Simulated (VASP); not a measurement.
# AlGa2As3 (P4/mmm) in VASP: notebook

Runs on AlGa2As3. Level: PBE. Tasks: single point, relaxation of cell and atoms.

Everything below comes from runs of VASP 6.6.1. Logs are shortened: lines on timing, memory, paths and dates and some standing lists are left out, and cuts for length are marked.

**1. The cell of the first run**

The structure is tetragonal, space group P4/mmm (No. 123). Conventional cell: a = 4.013 Å, b = 4.013 Å, c = 7.509 Å, α = 90.00°, β = 90.00°, γ = 90.00°. Al (site symmetry 4/mmm) has 2 As at 2.03 Å within 2.7 Å. Ga (site symmetry mmm) has 6 As at 2.01 to 2.64 Å within 2.7 Å. As (site symmetry 4mm) has 1 Al at 2.03 Å and 4 Ga at 2.64 Å within 2.7 Å. Within 2.7 Å of As (site symmetry 4/mmm) lie 4 Ga at 2.01 Å.

The cell was built from a structure type or drawn by symmetry, and may not be a known phase.

**2. Single point, PBE**

Contents of INCAR:

```
SYSTEM = AlGa2As3
PREC = Accurate
ENCUT = 520
EDIFF = 1E-6
ISMEAR = 0
SIGMA = 0.1
LREAL = .FALSE.
LASPH = .TRUE.
NELM = 80
ALGO = Normal
ISIF = 2
LWAVE = .FALSE.
LCHARG = .TRUE.
GGA = PE
LELF = .TRUE.
LVHAR = .TRUE.
NBANDS = 31
```

Contents of KPOINTS:

```
Automatic mesh
0
G
  4 4 2
  0 0 0
```

Contents of POSCAR:

```
AlGa2As3
1.0
    4.0125340500      0.0000000000      0.0000000000
    0.0000000000      4.0125340500      0.0000000000
    0.0000000000      0.0000000000      7.5088046500
Al Ga As
1 2 3
Direct
    0.0000000000      0.0000000000      0.5000000000
    0.5000000000      0.0000000000      0.0000000000
    0.0000000000      0.5000000000      0.0000000000
    0.0000000000      0.0000000000      0.2290962500
    0.0000000000      0.0000000000      0.7709037500
    0.5000000000      0.5000000000      0.0000000000
```

Potentials or basis: VASP PAW PBE potentials, release 64 (Al, Ga_d, As).

The run is started by

```
$ cat potpaw_PBE.64/Al/POTCAR potpaw_PBE.64/Ga_d/POTCAR potpaw_PBE.64/As/POTCAR > POTCAR
$ mpirun -np 1 vasp_std > vasp.out
```

OUTCAR:

```text
SYSTEM = AlGa2As3
   PREC = Accurate
   ENCUT = 520
   EDIFF = 1E-6
   ISMEAR = 0
   LREAL = .FALSE.
   LASPH = .TRUE.
   NELM = 80
   ISIF = 2
   GGA = PE

 ion  position               nearest neighbor table
   1  0.000  0.000  0.500-   4 2.03   5 2.03
   2  0.500  0.000  0.000-   6 2.01   6 2.01   4 2.64   5 2.64   4 2.64   5 2.64   3 2.84   3 2.84
                             3 2.84   3 2.84
   3  0.000  0.500  0.000-   6 2.01   6 2.01   4 2.64   4 2.64   5 2.64   5 2.64   2 2.84   2 2.84
                             2 2.84   2 2.84
   4  0.000  0.000  0.229-   1 2.03   2 2.64   3 2.64   3 2.64   2 2.64
   5  0.000  0.000  0.771-   1 2.03   2 2.64   3 2.64   3 2.64   2 2.64
   6  0.500  0.500  0.000-   2 2.01   3 2.01   2 2.01   3 2.01

  LATTYP: Found a simple tetragonal cell.
 ALAT       =     4.0125340500
 C/A-ratio  =     1.8713373037

  Lattice vectors:

 A1 = (   4.0125340500,   0.0000000000,   0.0000000000)
 A2 = (   0.0000000000,   4.0125340500,   0.0000000000)
 A3 = (   0.0000000000,   0.0000000000,   7.5088046500)

Analysis of symmetry for initial positions (statically):
=====================================================================
 Subroutine PRICEL returns:
 Original cell was already a primitive cell.

 Routine SETGRP: Setting up the symmetry group for a
 simple tetragonal supercell.

 Subroutine GETGRP returns: Found 16 space group operations
 (whereof 16 operations were pure point group operations)
 out of a pool of 16 trial point group operations.

The static configuration has the point symmetry D_4h.

Analysis of symmetry for dynamics (positions and initial velocities):
=====================================================================
 Subroutine PRICEL returns:
 Original cell was already a primitive cell.

 Routine SETGRP: Setting up the symmetry group for a
 simple tetragonal supercell.

 Subroutine GETGRP returns: Found 16 space group operations
 (whereof 16 operations were pure point group operations)
 out of a pool of 16 trial point group operations.

The dynamic configuration has the point symmetry D_4h.

 Subroutine INISYM returns: Found 16 space group operations
 (whereof 16 operations are pure point group operations),
 and found     1 'primitive' translations

----------------------------------------------------------------------------------------

                                     Primitive cell

  volume of cell :     120.8950

  direct lattice vectors                    reciprocal lattice vectors
     4.012534050  0.000000000  0.000000000     0.249219069  0.000000000  0.000000000
     0.000000000  4.012534050  0.000000000     0.000000000  0.249219069  0.000000000
     0.000000000  0.000000000  7.508804650     0.000000000  0.000000000  0.133176990

  length of vectors
     4.012534050  4.012534050  7.508804650     0.249219069  0.249219069  0.133176990

  position of ions in fractional coordinates (direct lattice)
     0.000000000  0.000000000  0.500000000
     0.500000000  0.000000000  0.000000000
     0.000000000  0.500000000  0.000000000
     0.000000000  0.000000000  0.229096250
     0.000000000  0.000000000  0.770903750
     0.500000000  0.500000000  0.000000000

  ion indices of the primitive-cell ions
   primitive index   ion index
                 1           1
                 2           2
                 3           3
                 4           4
                 5           5
                 6           6

----------------------------------------------------------------------------------------

 KPOINTS: Automatic mesh

Automatic generation of k-mesh.
 Grid dimensions read from file:
 generate k-points for:    4    4    2

 Generating k-lattice:

  Cartesian coordinates                     Fractional coordinates (reciprocal lattice)
     0.062304767  0.000000000  0.000000000     0.250000000  0.000000000  0.000000000
     0.000000000  0.062304767  0.000000000     0.000000000  0.250000000  0.000000000
     0.000000000  0.000000000  0.066588495     0.000000000  0.000000000  0.500000000

  Length of vectors
     0.062304767  0.062304767  0.066588495

  Shift w.r.t. Gamma in fractional coordinates (k-lattice)
     0.000000000  0.000000000  0.000000000

 Subroutine IBZKPT returns following result:
 ===========================================

 Found     12 irreducible k-points:

 Following reciprocal coordinates:
            Coordinates               Weight
  0.000000  0.000000  0.000000      1.000000
  0.250000  0.000000  0.000000      4.000000
  0.500000  0.000000  0.000000      2.000000
  0.250000  0.250000  0.000000      4.000000
  0.500000  0.250000  0.000000      4.000000
  0.500000  0.500000  0.000000      1.000000
  0.000000  0.000000  0.500000      1.000000
  0.250000  0.000000  0.500000      4.000000
  0.500000  0.000000  0.500000      2.000000
  0.250000  0.250000  0.500000      4.000000
  0.500000  0.250000  0.500000      4.000000
  0.500000  0.500000  0.500000      1.000000
   k-points           NKPTS =     12   k-points in BZ     NKDIM =     12   number of bands    NBANDS=     31
   number of dos      NEDOS =    301   number of ions     NIONS =      6
   total plane-waves  NPLWV =  50400
   dimension x,y,z NGX =    30 NGY =   30 NGZ =   56
   dimension x,y,z NGXF=    60 NGYF=   60 NGZF=  112
   ions per type =               1   2   3
   NGX,Y,Z   is equivalent  to a cutoff of  12.43, 12.43, 12.40 a.u.
   NGXF,Y,Z  is equivalent  to a cutoff of  24.86, 24.86, 24.80 a.u.
 SYSTEM =  AlGa2As3
   PREC   = accura    normal or accurate (medium, high low for compatibility)
   ISTART =      0    job   : 0-new  1-cont  2-samecut
   ICHARG =      2    charge: 1-file 2-atom 10-const
   ISPIN  =      1    spin polarized calculation?
   LNONCOLLINEAR =      F non collinear calculations
   LSORBIT =      F    spin-orbit coupling
   LASPH  =      T    aspherical Exc in radial PAW
   ENCUT  =  520.0 eV  38.22 Ry    6.18 a.u.   7.46  7.46 13.96*2*pi/ulx,y,z
   NELM   =     80;   NELMIN=  2; NELMDL= -5     # of ELM steps
   EDIFF  = 0.1E-05   stopping-criterion for ELM
   LREAL  =      F    real-space projection
   EDIFFG = 0.1E-04   stopping-criterion for IOM
   NSW    =      0    number of steps for IOM
   IBRION =     -1    ionic relax: 0-MD 1-quasi-New 2-CG
   NFREE  =      0    steps in history (QN), initial steepest desc. (CG)
   ISIF   =      2    stress and relaxation
   ISYM   =      2    0-nonsym 1-usesym 2-fastsym
   POTIM  = 0.5000    time-step for ionic-motion
   TEBEG  =    0.0;   TEEND  =   0.0 temperature during run
   PSTRESS=    0.0 pullay stress
   NELECT =      44.0000    total number of electrons
   NUPDOWN=      -1.0000    fix difference up-down
   EMIN   =  10.00;   EMAX   =-10.00  energy-range for DOS
   EFERMI =   0.00;   METHOD = LEGACY
   ISMEAR =     0;   SIGMA  =   0.10  broadening in eV -4-tet -1-fermi 0-gaus
   EFERMI_NEDOS =   21; number of points for ismear=-14 and -15
   IALGO  =     38    algorithm
   IMIX   =      4    mixing-type and parameters
     AMIX     =   0.40;   BMIX     =  1.00
     AMIX_MAG =   1.60;   BMIX_MAG =  1.00
  volume/ion in A,a.u.               =      20.15       135.97
  Fermi-wavevector in a.u.,A,eV,Ry     =   1.168843  2.208794 18.588208  1.366195
  Thomas-Fermi vector in A             =   2.305324
   LORBIT       =      0    0 simple, 1 ext, 2 COOP (PROOUT), +10 PAW based schemes
   GGA     = PE    functional components
   LHFCALC =     F    Hartree Fock is set to
   AEXX    =    0.0000 exact exchange contribution
   IVDW    =     0    specifies the selected vdW correction
   LEPSILON=     F    determine dielectric tensor
   LRPA    =     F    only Hartree local field effects (RPA)
 non-spin polarized calculation
 Gauss-broadening in eV      SIGMA  =   0.10
  energy-cutoff  :      520.00
  volume of cell :      120.89
 maximum number of plane-waves:      3307
 NGX is ok and might be reduce to    30
   NGX = 15   NGY = 15   NGZ = 27

 number of electron      44.0000006 magnetization

 Free energy of the ion-electron system (eV)
  ---------------------------------------------------
  ext. energy  EPLUGINS =         0.00000000
  ---------------------------------------------------
  free energy    TOTEN  =       -11.96121065 eV

  energy without entropy =      -11.94561007  energy(sigma->0) =      -11.95341036

 E-fermi :   5.0691     XC(G=0):  -9.6575

 val. band max:        5.0568439751   @ k =   0.5000   0.2500   0.5000
 cond. band min:       5.1566315647   @ k =   0.2500   0.2500   0.0000
 fundamental gap:      0.0997875896
 Fermi energy:         5.0690650941

 k-point     1 :       0.0000    0.0000    0.0000
  band No.  band energies     occupation
      1     -12.9030      2.00000
      2     -11.2506      2.00000
      3     -10.9947      2.00000
      4     -10.9297      2.00000
      5     -10.8930      2.00000
      6     -10.8930      2.00000
[... 23 lines left out ...]
     30      11.4622      0.00000
     31      12.1085      0.00000

 k-point     2 :       0.2500    0.0000    0.0000
  band No.  band energies     occupation
      1     -12.5803      2.00000
      2     -11.1902      2.00000
      3     -11.1492      2.00000
      4     -10.9040      2.00000
      5     -10.8752      2.00000
      6     -10.8520      2.00000
[... 23 lines left out ...]
     30      12.3612      0.00000
     31      12.6149      0.00000

 k-point     3 :       0.5000    0.0000    0.0000
  band No.  band energies     occupation
      1     -12.0817      2.00000
      2     -11.4677      2.00000
      3     -11.0395      2.00000
      4     -10.9797      2.00000
      5     -10.9127      2.00000
      6     -10.8526      2.00000
[... 295 lines left out ...]
     30      11.5484      0.00000
     31      12.1993      0.00000

 k-point    12 :       0.5000    0.5000    0.5000
  band No.  band energies     occupation
      1     -11.5890      2.00000
      2     -11.5890      2.00000
      3     -11.0430      2.00000
      4     -11.0080      2.00000
      5     -11.0080      2.00000
      6     -10.9355      2.00000
[... 23 lines left out ...]
     30      12.4505      0.00000
     31      12.4505      0.00000

------------------------ aborting loop because EDIFF is reached ----------------------------------------

  FORCE on cell =-STRESS in cart. coord.  units (eV):
  Direction    XX          YY          ZZ          XY          YZ          ZX
  --------------------------------------------------------------------------------------
  -------------------------------------------------------------------------------------
  Total       44.5320556     44.5320556     25.0644728      0.0000000      0.0000000      0.0000000
  in kB      590.1671853    590.1671853    332.1703696      0.0000000      0.0000000      0.0000000
  external PRESSURE =     504.1682467 kB  Pullay stress =       0.0000000 kB

 VOLUME and BASIS-vectors are now :
 -----------------------------------------------------------------------------
  energy-cutoff  :      520.00
  volume of cell :      120.89
      direct lattice vectors                 reciprocal lattice vectors
     4.012534050  0.000000000  0.000000000     0.249219069  0.000000000  0.000000000
     0.000000000  4.012534050  0.000000000     0.000000000  0.249219069  0.000000000
     0.000000000  0.000000000  7.508804650     0.000000000  0.000000000  0.133176990

 POSITION                                       TOTAL-FORCE (eV/Angst)
 -----------------------------------------------------------------------------------
      0.00000      0.00000      3.75440         0.000000      0.000000      0.000000
      2.00627      0.00000      0.00000         0.000000      0.000000      0.000000
      0.00000      2.00627      0.00000         0.000000      0.000000      0.000000
      0.00000      0.00000      1.72024         0.000000     -0.000000     -3.312033
      0.00000      0.00000      5.78857        -0.000000     -0.000000      3.312033
      2.00627      2.00627      0.00000         0.000000      0.000000      0.000000
 -----------------------------------------------------------------------------------
    total drift:                                0.000000     -0.000000      0.000000

  FREE ENERGIE OF THE ION-ELECTRON SYSTEM (eV)
  ---------------------------------------------------
  free  energy   TOTEN  =       -11.9612106490 eV

  energy  without entropy=      -11.9456100662  energy(sigma->0) =      -11.95341036
```

It took 30 s on 1 thread of Intel Xeon 6975P-C (Granite Rapids), shared host; peak memory 0.22 GiB.

Results:

```yaml
Free_energy: -11.9612 eV
Pressure: 50.4 GPa
Largest_force: 3.312 eV/Å
Band_gap_on_the_k_mesh: zero (bands 22 and 23 overlap by 0.56 eV)
```

Forces in eV/Å, atoms in the order of the input:
```
Al   0.000  0.000  0.000
Ga   0.000  0.000  0.000
Ga   0.000  0.000  0.000
As   0.000  0.000 -3.312
As   0.000  0.000  3.312
As   0.000  0.000  0.000
```

Stress tensor (GPa, compression positive):
```
59.02  0.00  0.00
 0.00 59.02  0.00
 0.00  0.00 33.22
```

Levels at points of the mesh, in eV from the Fermi level:
```csv
k point,band 18,band 19,band 20,band 21,band 22,band 23,band 24,band 25,band 26,band 27
"(0.00, 0.00, 0.00)",-3.13,-0.60,-0.60,-0.57,-0.47,-0.47,0.66,2.62,3.37,3.39
"(0.50, 0.00, 0.00)",-3.34,-2.54,-2.54,-1.13,-0.07,0.70,2.03,2.32,3.24,4.09
"(0.50, 0.50, 0.00)",-3.62,-2.17,-1.69,-1.69,-1.61,1.76,3.25,3.66,3.66,4.66
"(0.00, 0.00, 0.50)",-3.13,-1.85,-0.97,-0.97,-0.15,-0.15,2.42,3.01,4.03,4.59
"(0.50, 0.00, 0.50)",-3.53,-2.44,-2.31,-0.96,-0.56,0.62,2.10,2.49,3.84,4.51
"(0.50, 0.50, 0.50)",-3.95,-3.57,-2.21,-0.29,-0.29,0.96,0.96,4.19,4.77,5.29
```

Caveat: the k points lie up to 0.42 Å⁻¹ apart, too coarse for converged energies and pressures of a metal; semilocal functionals underestimate gaps, so a narrow gap can read as zero; forces of over 1 eV/Å act on the atoms, so gaps and moduli don't describe the material at rest.

**3. Single point, PBE**

This run uses another cell than the first one, of 32.28 Å³/atom.

Contents of INCAR:

```
SYSTEM = AlGa2As3
PREC     = Accurate       ! precision mode
ENCUT    = 520            ! plane-wave cutoff, eV
EDIFF    = 1E-6           ! SCF threshold, eV
ISMEAR   = 0              ! smearing method
SIGMA    = 0.1            ! smearing width, eV
LREAL    = .FALSE.        ! projectors in reciprocal space
LASPH    = .TRUE.         ! aspherical terms in the spheres
NELM     = 60             ! most SCF steps
ALGO     = Normal         ! electronic algorithm
ISIF     = 2              ! what is computed and relaxed
LWAVE    = .FALSE.        ! write WAVECAR
LCHARG   = .TRUE.         ! write CHGCAR
GGA      = PE             ! functional
LELF     = .TRUE.         ! ELF
LVHAR    = .TRUE.       
NBANDS   = 31             ! bands
```

KPOINTS is that of step 2.

Contents of POSCAR:

```
AlGa2As3
1.0
    5.0178294518      0.0000000000      0.0000000000
    0.0000000000      5.0178294518      0.0000000000
    0.0000000000      0.0000000000      7.6922601024
Al Ga As
1 2 3
Direct
    0.0000000000      0.0000000000      0.5000000000
    0.5000000000      0.0000000000      0.0000000000
    0.0000000000      0.5000000000      0.0000000000
    0.0000000000      0.0000000000      0.1963497156
    0.0000000000      0.0000000000      0.8036502844
    0.5000000000      0.5000000000      0.0000000000
```

Potentials or basis: VASP PAW PBE potentials, release 64 (Al, Ga_d, As).

The run is started by

```
$ cat potpaw_PBE.64/Al/POTCAR potpaw_PBE.64/Ga_d/POTCAR potpaw_PBE.64/As/POTCAR > POTCAR
$ mpirun -np 1 vasp_std > vasp.out
```

Run time: 51 s. Hardware: 1 thread of Intel Xeon 6975P-C (Granite Rapids), shared host; peak memory 0.32 GiB.

Results (log left out):

```yaml
Free_energy: -20.9794 eV
Pressure: 0.1 GPa
Largest_force: 0.044 eV/Å
Band_gap_on_the_k_mesh: zero (bands 22 and 23 overlap by 1.00 eV)
```

Forces on the atoms (eV/Å):
```
Al   0.000  0.000  0.000
Ga   0.000  0.000  0.000
Ga   0.000  0.000  0.000
As   0.000  0.000 -0.044
As   0.000  0.000  0.044
As   0.000  0.000  0.000
```

Stress tensor (GPa, compression positive):
```
 0.15  0.00  0.00
 0.00  0.15  0.00
 0.00  0.00 -0.01
```

Levels at points of the mesh, in eV from the Fermi level:
| k point | band 19 | band 20 | band 21 | band 22 | band 23 | band 24 | band 25 | band 26 |
| --- | --- | --- | --- | --- | --- | --- | --- | --- |
| (0.00, 0.00, 0.00) | -0.89 | -0.87 | -0.87 | -0.20 | -0.17 | -0.17 | 1.95 | 2.33 |
| (0.50, 0.00, 0.00) | -2.29 | -0.63 | -0.20 | -0.05 | 0.68 | 1.45 | 2.14 | 2.49 |
| (0.50, 0.50, 0.00) | -0.79 | -0.51 | -0.51 | -0.38 | 1.20 | 2.37 | 2.37 | 3.98 |
| (0.00, 0.00, 0.50) | -1.35 | -0.68 | -0.68 | -0.66 | -0.66 | 0.02 | 2.55 | 3.13 |
| (0.50, 0.00, 0.50) | -2.74 | -2.18 | -0.55 | 0.18 | 1.17 | 1.87 | 2.20 | 2.75 |
| (0.50, 0.50, 0.50) | -2.03 | -0.82 | 0.34 | 0.34 | 2.05 | 2.05 | 4.12 | 4.12 |

Caveat: the k points lie up to 0.41 Å⁻¹ apart, too coarse for converged energies and pressures of a metal.

[end of part 1 of 2]
